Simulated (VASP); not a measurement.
Here is a VASP 6.6.1 calculation.

The input INCAR:

```
PREC = Accurate
ENCUT = 600
EDIFF = 1E-7
ISMEAR = 0
SIGMA = 0.1
LREAL = F
LASPH = T
NELM = 60
ALGO = Normal
ISIF = 3
LWAVE = F
LCHARG = F
GGA = PE
IBRION = 2
NSW = 100
EDIFFG = -0.005
```

KPOINTS

```
regular mesh
0
Gamma
  14 14 14
```

POSCAR

```
Pb
1.0
    0.0000000000      2.4698000000      2.4698000000
    2.4698000000      0.0000000000      2.4698000000
    2.4698000000      2.4698000000      0.0000000000
Pb
1
Direct
    0.0000000000      0.0000000000      0.0000000000
```

Potentials or basis: VASP PAW PBE potentials, release 64 (Pb_d).

The run is started by

```sh
$ cat potpaw_PBE.64/Pb_d/POTCAR > POTCAR
$ mpirun -np 1 vasp_std > vasp.out
```

Problem. Predict the band gap on the k mesh.

Solution. Zero (band 7 reaches 13.69 eV, above the bottom of band 8 at 5.25 eV).

Problem. Predict the relaxed volume.

Solution. 32.00 Å³/atom.

Final structure:
```
Pb
1.0
     0.00000    2.51986    2.51986
     2.51986    0.00000    2.51986
     2.51986    2.51986    0.00000
Pb
1
Direct
  0.00000 0.00000 0.00000
```

Caveat: spin-orbit coupling is left out, which moves the levels of the heavy elements. PBE usually gives volumes a little too large and moduli too small.
